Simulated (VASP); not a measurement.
# C (P6_3/mmc) in VASP: further runs, part 2 of 2

VASP 6.6.1. Earlier steps stand in the parts before.

### Step 3. Single point, LDA

INCAR

```
SYSTEM = C
ALGO = Normal ; EDIFF = 1E-6
ENCUT = 600 ; GGA = CA
GGA_COMPAT = .False. ; ISIF = 2
ISMEAR = 0 ; LASPH = .True.
LCHARG = .False. ; LREAL = .False.
LWAVE = .False. ; NBANDS = 16
NELM = 120 ; PREC = Accurate
SIGMA = 0.01
```

KPOINTS

```
k-points
0
Gamma
  9 9 6
  0 0 0
```

POSCAR

```
C
1.0
    2.4582055290      0.0000000000      0.0000000000
   -1.2291027645      2.1288684358      0.0000000000
    0.0000000000      0.0000000000      4.0945232323
C
4
Direct
    0.3333333333      0.6666666667     -0.0000515829
    0.6666666667      0.3333333333      0.4999484171
    0.3333333333      0.6666666667      0.3740515829
    0.6666666667      0.3333333333      0.8740515829
```

Potentials or basis: VASP PAW LDA potentials, release 64 (C).

The run is started by

```sh
> cat potpaw_LDA.64/C/POTCAR > POTCAR
> mpirun -np 1 vasp_std > vasp.out
```

It took 9.8 s on 1 thread of Intel Xeon Platinum 8375C at 2.90GHz (Ice Lake), shared host; peak memory 0.13 GiB.

Results (log left out):

```yaml
Free_energy: -40.3656 eV
Pressure: 16.0 GPa
Largest_force: 0.004 eV/Å
Band_gap_on_the_k_mesh: 2.88 eV (least direct gap 5.01 eV)
```

Forces in eV/Å, atoms in the order of the input:
```
C    0.000  0.000  0.004
C    0.000  0.000  0.004
C    0.000  0.000 -0.004
C    0.000  0.000 -0.004
```

Stress tensor (GPa, compression positive):
```
15.88  0.00  0.00
 0.00 15.88  0.00
 0.00  0.00 16.20
```

Levels at points of the mesh, in eV from the valence-band top:
| k point | band 6 | band 7 | band 8 | band 9 | band 10 | band 11 |
| --- | --- | --- | --- | --- | --- | --- |
| (0.00, 0.00, 0.00) | -0.57 | 0.00 | 0.00 | 5.01 | 5.01 | 5.43 |
| (0.00, 0.00, 0.50) | -1.96 | -1.96 | -1.96 | 7.40 | 7.40 | 7.40 |

Caveat: the cell stands under pressure.

### Step 4. Single point, LDA

INCAR

```
SYSTEM = C
  PREC = Accurate
  ENCUT = 600
  EDIFF = 1E-6
  ISMEAR = 0
  SIGMA = 0.01
  LREAL = .FALSE.
  LASPH = .TRUE.
  NELM = 120
  ALGO = Normal
  ISIF = 2
  LWAVE = .FALSE.
  LCHARG = .FALSE.
  NBANDS = 16
  GGA_COMPAT = .FALSE.
```

KPOINTS

```
Automatic mesh
0
G
  9 9 6
  0 0 0
```

POSCAR is that of step 3.

The run is started by

```sh
> cat potpaw_LDA.64/C/POTCAR > POTCAR
> mpirun -np 1 vasp_std > vasp.out
```

Wall time 9.9 s (1 thread of Intel Xeon Platinum 8375C at 2.90GHz (Ice Lake), shared host); peak memory 0.13 GiB.

The run converged. Its results:

* Free energy: -40.3656 eV
* Pressure: 16.0 GPa
* Largest force: 0.004 eV/Å
* Band gap on the k mesh: 2.88 eV (least direct gap 5.01 eV)

Forces in eV/Å, atoms in the order of the input:
```
C    0.000  0.000  0.004
C    0.000  0.000  0.004
C    0.000  0.000 -0.004
C    0.000  0.000 -0.004
```

Stress tensor (GPa, compression positive):
```
15.88  0.00  0.00
 0.00 15.88  0.00
 0.00  0.00 16.20
```

Levels at points of the mesh, in eV from the valence-band top:
| k point | band 5 | band 6 | band 7 | band 8 | band 9 | band 10 | band 11 | band 12 |
| --- | --- | --- | --- | --- | --- | --- | --- | --- |
| (0.00, 0.00, 0.00) | -3.25 | -0.57 | 0.00 | 0.00 | 5.01 | 5.01 | 5.43 | 9.02 |
| (0.00, 0.00, 0.50) | -1.96 | -1.96 | -1.96 | -1.96 | 7.40 | 7.40 | 7.40 | 7.40 |

Caveat: the cell stands under pressure.

### Step 5. Relaxation of the atoms, LDA (strained cell)

INCAR

```
SYSTEM = C
PREC = Accurate ; ENCUT = 520
EDIFF = 1E-7 ; ISMEAR = 0
SIGMA = 0.02 ; LREAL = .False.
LASPH = .True. ; NELM = 120
ALGO = Normal ; ISIF = 2
LWAVE = .False. ; LCHARG = .False.
IBRION = 2 ; NSW = 60
EDIFFG = -0.002 ; GGA_COMPAT = .False.
NELMIN = 4
```

KPOINTS

```
regular mesh
0
Gamma
  9 9 6
  0 0 0
```

POSCAR

```
C
1.0
    2.4582055290      0.0000000000      0.0000000000
   -1.2291027645      2.1288684358      0.0000000000
    0.0000000000      0.0000000000      4.0945232323
C
4
Direct
    0.3333333333      0.6666666667     -0.0001691602
    0.6666666667      0.3333333333      0.4998308398
    0.3333333333      0.6666666667      0.3741691602
    0.6666666667      0.3333333333      0.8741691602
```

Potentials or basis: VASP PAW LDA potentials, release 64 (C).

The run is started by

```sh
> cat potpaw_LDA.64/C/POTCAR > POTCAR
> mpirun -np 1 vasp_std > vasp.out
```

OUTCAR:

```text
SYSTEM = C
   PREC = Accurate
   ENCUT = 520
   EDIFF = 1E-7
   ISMEAR = 0
   LREAL = .False.
   LASPH = .True.
   NELM = 120
   ISIF = 2
   IBRION = 2
   NSW = 60
   EDIFFG = -0.002
   NELMIN = 4

 ion  position               nearest neighbor table
   1  0.333  0.667  1.000-   4 1.51   4 1.51   4 1.51   3 1.53
   2  0.667  0.333  0.500-   3 1.51   3 1.51   3 1.51   4 1.53
   3  0.333  0.667  0.374-   2 1.51   2 1.51   2 1.51   1 1.53
   4  0.667  0.333  0.874-   1 1.51   1 1.51   1 1.51   2 1.53

  LATTYP: Found a hexagonal cell.
 ALAT       =     2.4582055290
 C/A-ratio  =     1.6656553669

  Lattice vectors:

 A1 = (   2.4582055290,   0.0000000000,   0.0000000000)
 A2 = (  -1.2291027645,   2.1288684358,   0.0000000000)
 A3 = (   0.0000000000,   0.0000000000,   4.0945232323)
[... 269 lines left out ...]

 val. band max:       10.9086863134   @ k =   0.0000   0.0000   0.0000
 cond. band min:      13.7871978079   @ k =   0.3333   0.3333   0.0000
 fundamental gap:      2.8785114944
 Fermi energy:        11.0688310360

 k-point     1 :       0.0000    0.0000    0.0000
  band No.  band energies     occupation
      1     -11.5385      2.00000
      2      -5.5802      2.00000
      3      -3.4748      2.00000
      4       7.6559      2.00000
      5       7.6559      2.00000
      6      10.3349      2.00000
      7      10.9087      2.00000
      8      10.9087      2.00000
      9      15.9134      0.00000
     10      15.9134      0.00000
     11      16.3428      0.00000
     12      19.9240      0.00000
[... 331 lines left out ...]
 k-point    24 :       0.3333    0.3333    0.1667
  band No.  band energies     occupation
      1      -3.8445      2.00000
      2      -3.8445      2.00000
      3      -0.7429      2.00000
      4       0.1978      2.00000
      5       0.1978      2.00000
      6       2.9526      2.00000
      7       4.2980      2.00000
      8       4.2980      2.00000
      9      14.6744      0.00000
     10      21.7395      0.00000
     11      21.7395      0.00000
     12      24.0198      0.00000

 [... further k-points ...]
[... 5 lines left out ...]
  --------------------------------------------------------------------------------------
  -------------------------------------------------------------------------------------
  Total        2.2336077      2.2336077      2.2787117      0.0000000      0.0000000     -0.0000000
  in kB      167.0117871    167.0117871    170.3843151      0.0000000      0.0000000     -0.0000000
  external PRESSURE =     168.1359631 kB  Pullay stress =       0.0000000 kB
[... 19 lines left out ...]
  FREE ENERGIE OF THE ION-ELECTRON SYSTEM (eV)
  ---------------------------------------------------
  free  energy   TOTEN  =       -40.3510797983 eV

  energy  without entropy=      -40.3510797983  energy(sigma->0) =      -40.35107980

 reached required accuracy - stopping structural energy minimisation
```

CONTCAR:

```text
C
   1.00000000000000
     2.4582055289999998    0.0000000000000000    0.0000000000000000
    -1.2291027644999999    2.1288684357999998    0.0000000000000000
     0.0000000000000000    0.0000000000000000    4.0945232323000003
  C
     4
Direct
     0.3333333332999970    0.6666666667000030    0.9999626920090916
     0.6666666667000030    0.3333333332999970    0.4999626920090915
     0.3333333332999970    0.6666666667000030    0.3740373079909036
     0.6666666667000030    0.3333333332999970    0.8740373079909036

  0.00000000E+00  0.00000000E+00  0.00000000E+00
  0.00000000E+00  0.00000000E+00  0.00000000E+00
  0.00000000E+00  0.00000000E+00  0.00000000E+00
  0.00000000E+00  0.00000000E+00  0.00000000E+00
```

It took 11 s on 1 thread of Intel Xeon Platinum 8375C at 2.90GHz (Ice Lake), shared host; peak memory 0.12 GiB.

Results:

```yaml
Free_energy: -40.3511 eV
Energy_gained_by_relaxing: 0.0 meV/atom
Ionic_steps: 3
Pressure_after_relaxing: 16.8 GPa
Band_gap_on_the_k_mesh: 2.88 eV (least direct gap 5.00 eV)
```

Stress tensor (GPa, compression positive):
```
16.70  0.00  0.00
 0.00 16.70  0.00
 0.00  0.00 17.04
```

Final structure:
```
C
1.0
     2.45821    0.00000    0.00000
    -1.22910    2.12887    0.00000
     0.00000    0.00000    4.09452
C
4
Cartesian
  0.0000 1.4192 4.0944
  1.2291 0.7096 2.0471
  0.0000 1.4192 1.5315
  1.2291 0.7096 3.5788
```

Caveat: the cell differs from its parent crystal (strained cell). A k mesh can miss the band edges.

### Step 6. Overview

```csv
task,cell,cutoff (eV),smearing,gap on the mesh (eV),pressure (GPa)
single point,"as given, atomic positions A",600,gaussian 0.02 eV,2.88,16.0
single point,"as given, atomic positions A",600,gaussian 0.01 eV,2.88,16.0
relaxation of the atoms,"atoms relaxed, atomic positions B",520,gaussian 0.02 eV,2.88,16.8
```

Alike in all rows: level LDA; potentials or basis VASP PAW LDA potentials, release 64 (C); no spin polarisation; k mesh 9 × 9 × 6.

Caveats: the cell stands under pressure (at least some runs).

Absolute energies hang on the potentials; compare differences alone.
